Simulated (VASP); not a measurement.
Runs of VASP 6.6.1 on Ru3C2. The structure is that of space group P-3m1 (No. 164), or close to it. The cells are those of the table. 

| task | cell | k mesh | cutoff (eV) | gap on the mesh (eV) | pressure (GPa) | relaxed volume (Å³/atom) | largest force (eV/Å) |
| --- | --- | --- | --- | --- | --- | --- | --- |
| relaxation of cell and atoms | relaxed from a = 3.229, b = 3.229, c = 6.206 Å, angles 90.0, 90.0, 120.0°, 5 atoms | 12 × 12 × 6 | 600 | none | 0.0 | 11.20 | 0.01 |
| single point | a = 3.226, b = 3.226, c = 6.212 Å, angles 90.0, 90.0, 120.0°, 5 atoms | 12 × 12 × 6 | 520 | none | 0.3 | - | 0.03 |
| single point | a = 3.229, b = 3.229, c = 6.206 Å, angles 90.0, 90.0, 120.0°, 5 atoms | 6 × 6 × 4 | 520 | none | 0.3 | - | 0.03 |
| single point | a = 3.398, b = 3.398, c = 5.286 Å, angles 90.0, 90.0, 120.0°, 5 atoms | 6 × 6 × 4 | 520 | none | (a) | - | 3.00 |
| relaxation of cell and atoms | relaxed from a = 3.398, b = 3.398, c = 5.286 Å, angles 90.0, 90.0, 120.0°, 5 atoms | 6 × 6 × 4 | 600 | none | -0.1 | 11.21 | 0.01 |

Alike in all rows: level PBE; potentials or basis VASP PAW PBE potentials, release 64 (Ru_pv, C); no spin polarisation; smearing gaussian 0.1 eV.

Question: Estimate the missing entries.

Answer: (a) 18.7.

Caveats: some runs use coarse meshes; forces of over 1 eV/Å act on the atoms, so gaps and moduli don't describe the material at rest (some runs).

A k mesh can miss the band edges, and the runs leave out spin-orbit coupling on Ru.

A gap of «none» marks levels without a gap at the run's occupations.
